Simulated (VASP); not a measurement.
# Ta (Im-3m) in VASP: a series of runs, part 2 of 2

VASP 6.6.1.

## Step 4: Single point, PBEsol (volume scaled by 1.02)

INCAR reads:

```
  ALGO = Normal
  EDIFF = 1E-6
  ENCUT = 520
  GGA = PS
  ISIF = 2
  ISMEAR = -1
  LASPH = True
  LCHARG = False
  LREAL = False
  LWAVE = False
  NBANDS = 12
  NELM = 100
  PREC = Accurate
  SIGMA = 0.05
```

KPOINTS reads:

```
k-points
0
Gamma
  15 15 15
```

POSCAR reads:

```
Ta
1.0
   -1.6622159478      1.6622159478      1.6622159478
    1.6622159478     -1.6622159478      1.6622159478
    1.6622159478      1.6622159478     -1.6622159478
Ta
1
Direct
    0.0000000000      0.0000000000      0.0000000000
```

Potentials or basis: VASP PAW PBE potentials, release 64 (Ta_pv).

On the command line:

```sh
$ cat potpaw_PBE.64/Ta_pv/POTCAR > POTCAR
$ mpirun -np 1 vasp_std > vasp.out
```

OUTCAR:

```text
EDIFF = 1E-6
   ENCUT = 520
   GGA = PS
   ISIF = 2
   ISMEAR = -1
   LASPH = True
   LREAL = False
   NELM = 100
   PREC = Accurate

 ion  position               nearest neighbor table
   1  0.000  0.000  0.000-

  LATTYP: Found a body centered cubic cell.
 ALAT       =     3.3244318956

  Lattice vectors:

 A1 = (  -1.6622159478,   1.6622159478,   1.6622159478)
 A2 = (   1.6622159478,  -1.6622159478,   1.6622159478)
 A3 = (   1.6622159478,   1.6622159478,  -1.6622159478)

Analysis of symmetry for initial positions (statically):
=====================================================================
 Subroutine PRICEL returns:
 Original cell was already a primitive cell.

 Routine SETGRP: Setting up the symmetry group for a
 body centered cubic supercell.

 Subroutine GETGRP returns: Found 48 space group operations
 (whereof 48 operations were pure point group operations)
 out of a pool of 48 trial point group operations.

The static configuration has the point symmetry O_h .

Analysis of symmetry for dynamics (positions and initial velocities):
=====================================================================
 Subroutine PRICEL returns:
 Original cell was already a primitive cell.

 Routine SETGRP: Setting up the symmetry group for a
 body centered cubic supercell.

 Subroutine GETGRP returns: Found 48 space group operations
 (whereof 48 operations were pure point group operations)
 out of a pool of 48 trial point group operations.

The dynamic configuration has the point symmetry O_h .

 Subroutine INISYM returns: Found 48 space group operations
 (whereof 48 operations are pure point group operations),
 and found     1 'primitive' translations

----------------------------------------------------------------------------------------

                                     Primitive cell

  volume of cell :      18.3706

  direct lattice vectors                    reciprocal lattice vectors
    -1.662215948  1.662215948  1.662215948     0.000000000  0.300803274  0.300803274
     1.662215948 -1.662215948  1.662215948     0.300803274  0.000000000  0.300803274
     1.662215948  1.662215948 -1.662215948     0.300803274  0.300803274  0.000000000

  length of vectors
     2.879042475  2.879042475  2.879042475     0.425400070  0.425400070  0.425400070

  position of ions in fractional coordinates (direct lattice)
     0.000000000  0.000000000  0.000000000

  ion indices of the primitive-cell ions
   primitive index   ion index
                 1           1

----------------------------------------------------------------------------------------

 KPOINTS: k-points

Automatic generation of k-mesh.
 Grid dimensions read from file:
 generate k-points for:   15   15   15

 Generating k-lattice:

  Cartesian coordinates                     Fractional coordinates (reciprocal lattice)
     0.000000000  0.020053552  0.020053552     0.066666667  0.000000000  0.000000000
     0.020053552  0.000000000  0.020053552     0.000000000  0.066666667  0.000000000
     0.020053552  0.020053552  0.000000000     0.000000000  0.000000000  0.066666667

  Length of vectors
     0.028360005  0.028360005  0.028360005

  Shift w.r.t. Gamma in fractional coordinates (k-lattice)
     0.000000000  0.000000000  0.000000000

 Subroutine IBZKPT returns following result:
 ===========================================

 Found    120 irreducible k-points:

 Following reciprocal coordinates:
            Coordinates               Weight
  0.000000  0.000000  0.000000      1.000000
  0.066667  0.000000  0.000000     12.000000
  0.133333  0.000000  0.000000     12.000000
  0.200000  0.000000  0.000000     12.000000
  0.266667  0.000000  0.000000     12.000000
  0.333333  0.000000  0.000000     12.000000
[... 16 lines left out ...]
  0.333333  0.200000  0.000000     48.000000
  0.400000  0.200000  0.000000     24.000000
 [... further k-points ...]
   k-points           NKPTS =    120   k-points in BZ     NKDIM =    120   number of bands    NBANDS=     12
   number of dos      NEDOS =    301   number of ions     NIONS =      1
   total plane-waves  NPLWV =  13824
   dimension x,y,z NGX =    24 NGY =   24 NGZ =   24
   dimension x,y,z NGXF=    48 NGYF=   48 NGZF=   48
   ions per type =               1
   NGX,Y,Z   is equivalent  to a cutoff of  13.86, 13.86, 13.86 a.u.
   NGXF,Y,Z  is equivalent  to a cutoff of  27.72, 27.72, 27.72 a.u.
 SYSTEM =  unknown system
   PREC   = accura    normal or accurate (medium, high low for compatibility)
   ISTART =      0    job   : 0-new  1-cont  2-samecut
   ICHARG =      2    charge: 1-file 2-atom 10-const
   ISPIN  =      1    spin polarized calculation?
   LNONCOLLINEAR =      F non collinear calculations
   LSORBIT =      F    spin-orbit coupling
   LASPH  =      T    aspherical Exc in radial PAW
   ENCUT  =  520.0 eV  38.22 Ry    6.18 a.u.   5.35  5.35  5.35*2*pi/ulx,y,z
   NELM   =    100;   NELMIN=  2; NELMDL= -5     # of ELM steps
   EDIFF  = 0.1E-05   stopping-criterion for ELM
   LREAL  =      F    real-space projection
   EDIFFG = 0.1E-04   stopping-criterion for IOM
   NSW    =      0    number of steps for IOM
   IBRION =     -1    ionic relax: 0-MD 1-quasi-New 2-CG
   NFREE  =      0    steps in history (QN), initial steepest desc. (CG)
   ISIF   =      2    stress and relaxation
   ISYM   =      2    0-nonsym 1-usesym 2-fastsym
   POTIM  = 0.5000    time-step for ionic-motion
   TEBEG  =    0.0;   TEEND  =   0.0 temperature during run
   PSTRESS=    0.0 pullay stress
   NELECT =      11.0000    total number of electrons
   NUPDOWN=      -1.0000    fix difference up-down
   EMIN   =  10.00;   EMAX   =-10.00  energy-range for DOS
   EFERMI =   0.00;   METHOD = LEGACY
   ISMEAR =    -1;   SIGMA  =   0.05  broadening in eV -4-tet -1-fermi 0-gaus
   EFERMI_NEDOS =   21; number of points for ismear=-14 and -15
   IALGO  =     38    algorithm
   IMIX   =      4    mixing-type and parameters
     AMIX     =   0.40;   BMIX     =  1.00
     AMIX_MAG =   1.60;   BMIX_MAG =  1.00
  volume/ion in A,a.u.               =      18.37       123.97
  Fermi-wavevector in a.u.,A,eV,Ry     =   1.379849  2.607537 25.905271  1.903984
  Thomas-Fermi vector in A             =   2.504781
   LORBIT       =      0    0 simple, 1 ext, 2 COOP (PROOUT), +10 PAW based schemes
   GGA     = PS    functional components
   LHFCALC =     F    Hartree Fock is set to
   AEXX    =    0.0000 exact exchange contribution
   IVDW    =     0    specifies the selected vdW correction
   LEPSILON=     F    determine dielectric tensor
   LRPA    =     F    only Hartree local field effects (RPA)
 non-spin polarized calculation
  energy-cutoff  :      520.00
  volume of cell :       18.37
 maximum number of plane-waves:       531
 NGX is ok and might be reduce to    24
   NGX = 11   NGY = 11   NGZ = 11

 number of electron      11.0000000 magnetization

 Free energy of the ion-electron system (eV)
  ---------------------------------------------------
  ext. energy  EPLUGINS =         0.00000000
  ---------------------------------------------------
  free energy    TOTEN  =       -12.53907304 eV

  energy without entropy =      -12.52790847  energy(sigma->0) =      -12.53349075

 E-fermi :   5.1599     XC(G=0): -12.6274

 val. band max:        5.1485217849   @ k =   0.3333   0.0000   0.0000
 cond. band min:       5.1714506221   @ k =   0.3333   0.1333   0.0000
 fundamental gap:      0.0229288372
 Fermi energy:         5.1598849338

 k-point     1 :       0.0000    0.0000    0.0000
  band No.  band energies     occupation
      1     -27.9407      2.00000
      2     -27.9407      2.00000
      3     -27.9407      2.00000
      4      -2.6894      2.00000
      5       5.8827      0.00000
      6       5.8827      0.00000
      7       5.8827      0.00000
      8       9.0825      0.00000
      9       9.0825      0.00000
     10      19.7564      0.00000
     11      20.1110      0.00000
     12      20.1110      0.00000
[... 331 lines left out ...]
 k-point    24 :       0.4000    0.2000    0.0000
  band No.  band energies     occupation
      1     -28.9140      2.00000
      2     -28.4571      2.00000
      3     -28.0538      2.00000
      4       1.9900      2.00000
      5       3.8107      2.00000
      6       5.1911      0.69781
      7       8.8221      0.00000
      8      10.1747      0.00000
      9      14.4725      0.00000
     10      14.8370      0.00000
     11      18.5964      0.00000
     12      19.7668      0.00000

 [... further k-points ...]

------------------------ aborting loop because EDIFF is reached ----------------------------------------

  FORCE on cell =-STRESS in cart. coord.  units (eV):
  Direction    XX          YY          ZZ          XY          YZ          ZX
  --------------------------------------------------------------------------------------
  -------------------------------------------------------------------------------------
  Total       -0.8680128     -0.8680128     -0.8680128     -0.0000000     -0.0000000      0.0000000
  in kB      -75.7032270    -75.7032270    -75.7032270     -0.0000000     -0.0000000      0.0000000
  external PRESSURE =     -75.7032270 kB  Pullay stress =       0.0000000 kB

 VOLUME and BASIS-vectors are now :
 -----------------------------------------------------------------------------
  energy-cutoff  :      520.00
  volume of cell :       18.37
      direct lattice vectors                 reciprocal lattice vectors
    -1.662215948  1.662215948  1.662215948     0.000000000  0.300803274  0.300803274
     1.662215948 -1.662215948  1.662215948     0.300803274  0.000000000  0.300803274
     1.662215948  1.662215948 -1.662215948     0.300803274  0.300803274  0.000000000

 POSITION                                       TOTAL-FORCE (eV/Angst)
 -----------------------------------------------------------------------------------
      0.00000      0.00000      0.00000         0.000000      0.000000      0.000000
 -----------------------------------------------------------------------------------
    total drift:                                0.000000      0.000000     -0.000000

  FREE ENERGIE OF THE ION-ELECTRON SYSTEM (eV)
  ---------------------------------------------------
  free  energy   TOTEN  =       -12.5390730364 eV

  energy  without entropy=      -12.5279084714  energy(sigma->0) =      -12.53349075
```

It took 13 s on 1 thread of Intel Xeon 6975P-C, shared host; peak memory 0.16 GiB.

What came out:

```yaml
Free_energy: -12.5391 eV
Pressure: -7.6 GPa
```

Levels at points of the mesh, in eV from the Fermi level:
```
           k point  band 2  band 3  band 4  band 5  band 6  band 7  band 8  band 9
(0.00, 0.00, 0.00)  -33.10  -33.10   -7.85    0.72    0.72    0.72    3.92    3.92
```

Caveat: the PAW data sets were made with another functional, which shifts forces and pressure a little; spin-orbit coupling is left out, which moves the levels of the heavy elements.

## Step 5: The runs side by side

| cell | gap on the mesh (eV) | pressure (GPa) |
| --- | --- | --- |
| a = 2.821 Å, angles 109.5°, 1 atom | none | 4.7 |
| a = 2.851 Å, angles 109.5°, 1 atom | none | -1.9 |
| a = 2.879 Å, angles 109.5°, 1 atom | none | -7.6 |

Alike in all rows: task single point; level PBEsol; potentials or basis VASP PAW PBE potentials, release 64 (Ta_pv); no spin polarisation; k mesh 15 × 15 × 15; cutoff (eV) 520; smearing fermi-dirac 0.05 eV.

Caveats: the PAW data sets were made with another functional, which shifts forces and pressure a little; spin-orbit coupling is left out, which moves the levels of the heavy elements.

Absolute energies hang on the potentials; compare differences alone.
